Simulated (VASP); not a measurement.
Set up this calculation in VASP 6.6.1, as the native input.

- Task: single point
- Functional: PBEsol
- Potentials or basis: VASP PAW PBE potentials, release 64 (Sc_sv, Pd)
- Cutoff: 520 eV
- k mesh: 12 × 12 × 12
- Occupations: fermi-dirac, width 0.05 eV
- Spin: no spin polarisation
- Dipole correction: no
- Further INCAR settings: ALGO = Normal; EDIFF = 1e-07; NBANDS = 18

The structure of ScPd lies in POSCAR:

```
ScPd
1.0
    3.2830000000      0.0000000000      0.0000000000
    0.0000000000      3.2830000000      0.0000000000
    0.0000000000      0.0000000000      3.3158300000
Sc Pd
1 1
Direct
    0.5000000000      0.5000000000      0.5000000000
    0.0000000000      0.0000000000      0.0000000000
```

This cell differs from its parent crystal: zz strain of +1 %.

These files were run (other wordings do the same):

INCAR

```
SYSTEM = ScPd
PREC = Accurate ; ENCUT = 520
EDIFF = 1E-7 ; ISMEAR = -1
SIGMA = 0.05 ; LREAL = .FALSE.
LASPH = .TRUE. ; NELM = 100
ALGO = Normal ; ISIF = 2
LWAVE = .FALSE. ; LCHARG = .FALSE.
GGA = PS ; NBANDS = 18
```

KPOINTS

```
regular mesh
0
G
  12 12 12
  0 0 0
```

Potentials or basis: VASP PAW PBE potentials, release 64 (Sc_sv, Pd).

The run is started by

```bash
$ cat potpaw_PBE.64/Sc_sv/POTCAR potpaw_PBE.64/Pd/POTCAR > POTCAR
$ mpirun -np 1 vasp_std > vasp.out
```

It gave:

* Pressure: -2.7 GPa

Caveat: the cell differs from its parent crystal (zz strain of +1 %); the PAW data sets were made with another functional, which shifts forces and pressure a little.

Run time: 32 s on 1 thread of Intel(R) Xeon(R) 6975P-C (Granite Rapids), with other jobs on the host, peak memory 0.24 GiB.
